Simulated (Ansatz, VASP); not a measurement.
Two plane-wave programs on SrTiO3

POSCAR

```
SrTiO3
1.0
    3.9177112468      0.0000000000      0.0000000000
    0.0000000000      3.9177112468      0.0000000000
    0.0000000000      0.0000000000      3.9177112468
Sr Ti O
1 1 3
Direct
    0.0000000000      0.0000000000      0.0000000000
    0.5000000000      0.5000000000      0.5000000000
    0.5000000000      0.0000000000      0.5000000000
    0.5000000000      0.5000000000      0.0000000000
    0.0000000000      0.5000000000      0.5000000000
```

INCAR.step1

```
  ALGO = Normal
  EDIFF = 1E-4
  ENCUT = 520
  GGA = PE
  ISMEAR = 0
  LASPH = True
  LCHARG = False
  LDAU = True
  LDAUJ = 0 0 0
  LDAUL = -1 2 -1
  LDAUTYPE = 2
  LDAUU = 0 4 0
  LMAXMIX = 4
  LREAL = False
  LWAVE = True
  NBANDS = 28
  NELM = 150
  PREC = Accurate
  SIGMA = 0.02
```

INCAR.step2

```
  ALGO = Normal
  EDIFF = 1E-6
  ENCUT = 520
  ISIF = 2
  ISMEAR = 0
  ISTART = 1
  LASPH = True
  LCHARG = True
  LDAU = True
  LDAUJ = 0 0 0
  LDAUL = -1 2 -1
  LDAUPRINT = 1
  LDAUTYPE = 2
  LDAUU = 0 4 0
  LELF = True
  LMAXMIX = 4
  LMIXTAU = True
  LREAL = False
  LVHAR = True
  LWAVE = False
  METAGGA = R2SCAN
  NBANDS = 28
  NELM = 150
  PREC = Accurate
  SIGMA = 0.02
```

File KPOINTS:

```
k-points
0
Gamma
  6 6 6
```

Input for Ansatz:

```yaml
crystal:
  lattice:
    - [3.9177112468, 0.0, 0.0]
    - [0.0, 3.9177112468, 0.0]
    - [0.0, 0.0, 3.9177112468]
  atoms:
    - { symbol: Sr, position: [0.0, 0.0, 0.0] }
    - { symbol: Ti, position: [0.5, 0.5, 0.5] }
    - { symbol: O, position: [0.5, 0.0, 0.5] }
    - { symbol: O, position: [0.5, 0.5, 0.0] }
    - { symbol: O, position: [0.0, 0.5, 0.5] }
basis:
  ecutwfc: 500
kpoints:
  mp_grid: { grid: [6, 6, 6] }
  band_path: { path: [VBM, CBM], npoints: 2 }
hamiltonian:
  xc: r2scan
  hubbard: { sites: [{ species: Ti, l: d, u_eff: 4.0 }] }
scf:
  occupations: { method: gaussian, width: 0.02 }
output:
  forces: true
  stress: true
  eigenvalues: true
checkpoint:
  read: start.run
  write: ck
  compress: false
  write_wavefunctions: false
  write_every: 100000
```

Alike in both runs: task single point; functional r2SCAN; k mesh 6 × 6 × 6; occupations gaussian, width 0.02 eV; no spin polarisation; Hubbard terms Ti d U = 4.0 eV.

|  | VASP | Ansatz |
| --- | --- | --- |
| version | VASP 6.6.1 | Ansatz 0.2.0 |
| potentials or method | VASP PAW PBE potentials, release 64 (Sr_sv, Ti_sv, O), cutoff 520 eV | scalar-relativistic, plane waves, PAW |
| valence electrons in the cell | 40 | 40 |

```csv
,VASP,Ansatz,Ansatz less VASP
gap on the k mesh at the Fermi level (eV),2.84,2.78,-0.054
least direct gap on the mesh (eV),3.28,3.21,-0.069
pressure (GPa),3.2,0.0,-3.12
```

VASP's potentials were made for PBE, not for r2SCAN. The programs project onto different local orbitals, so the same U acts differently, and such runs can settle in different states.
